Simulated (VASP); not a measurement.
Input of a VASP 6.6.1 run:

The input INCAR:

```
SYSTEM = LiPr3N2
ALGO = Normal ; EDIFF = 1E-7
EDIFFG = -0.04 ; ENCUT = 750
GGA = PE ; GGA_COMPAT = .FALSE.
IBRION = 2 ; ISIF = 3
ISMEAR = 0 ; LASPH = .TRUE.
LCHARG = .FALSE. ; LMAXMIX = 6
LREAL = .FALSE. ; LWAVE = .FALSE.
NELM = 200 ; NELMIN = 4
NSW = 90 ; PREC = Accurate
SIGMA = 0.1
```

KPOINTS

```
k-points
0
G
  6 6 6
  0 0 0
```

POSCAR

```
LiPr3N2
1.0
   -2.4541750578      2.4541750578      6.0401231313
    2.4541750578     -2.4541750578      6.0401231313
    2.4541750578      2.4541750578     -6.0401231313
Li Pr N
1 3 2
Direct
    0.0000000000      0.0000000000      0.0000000000
    0.7500000000      0.2500000000      0.5000000000
    0.2500000000      0.7500000000      0.5000000000
    0.5000000000      0.5000000000      0.0000000000
    0.6971124921      0.6971124921      0.0000000000
    0.3028875079      0.3028875079      0.0000000000
```

Potentials or basis: VASP PAW PBE potentials, release 64 (Li_sv, Pr_3, N), 4f in core.

Command:

```console
$ cat potpaw_PBE.64/Li_sv/POTCAR potpaw_PBE.64/Pr_3/POTCAR potpaw_PBE.64/N/POTCAR > POTCAR
$ mpirun -np 1 vasp_std > vasp.out
```

Question: Estimate the relaxed volume.

Answer: 24.31 Å³/atom.

Question: Estimate the relaxed cell.

Answer: a = 6.954 Å, b = 6.954 Å, c = 6.954 Å, α = 138.55°, β = 138.55°, γ = 60.06°.

Question: Estimate the space group after relaxing (to 0.1 Å).

Answer: I4/mmm (No. 139).

Step by step:
```
step  energy change (eV)  largest force (eV/Å)  pressure (GPa)  volume (Å³)
   1              0.0000                0.0597            0.04       145.52
   2             -0.0005                0.0477           -0.04       145.64
   3             -0.0009                0.0153           -0.25       145.95
   4             -0.0011                0.0104           -0.20       145.85
```

Caveat: spin-orbit coupling is left out, which moves the levels of the heavy elements; the 4f electrons are frozen in the core, so they carry no moment and show no levels; the run has no spin polarisation, though such a crystal can be magnetic. Spin polarisation is off, so any magnetic state and its effect on volume and gap are missing.
